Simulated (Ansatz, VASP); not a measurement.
One calculation of CaO, two programs

```
CELL_PARAMETERS angstrom
0.00000 2.42153 2.42153
2.42153 0.00000 2.42153
2.42153 2.42153 0.00000
ATOMIC_POSITIONS crystal
Ca 0.00000 0.00000 0.00000
O 0.50000 0.50000 0.50000
```

Change from the starting cell: hydrostatic strain +1.0%.

Alike in both runs: task single point; functional HSE06; k mesh 6 × 6 × 6; no spin polarisation.

```csv
,VASP,Ansatz
version,VASP 6.6.1,Ansatz 0.2.0
potentials or method,"VASP PAW PBE potentials, release 64 (Ca_sv, O)","plane waves, PAW"
plane-wave cutoff (eV),520,420
occupations,"gaussian, width 0.01 eV",fixed
valence electrons in the cell,16,16
```

```tsv
	VASP	Ansatz	Ansatz less VASP
gap on the k mesh at the Fermi level (eV)	5.30	5.31	+0.016
pressure (GPa)	-2.4	-3.0	-0.65
```

Ansatz's warnings: stress exchange threshold loose, stress scf threshold loose.
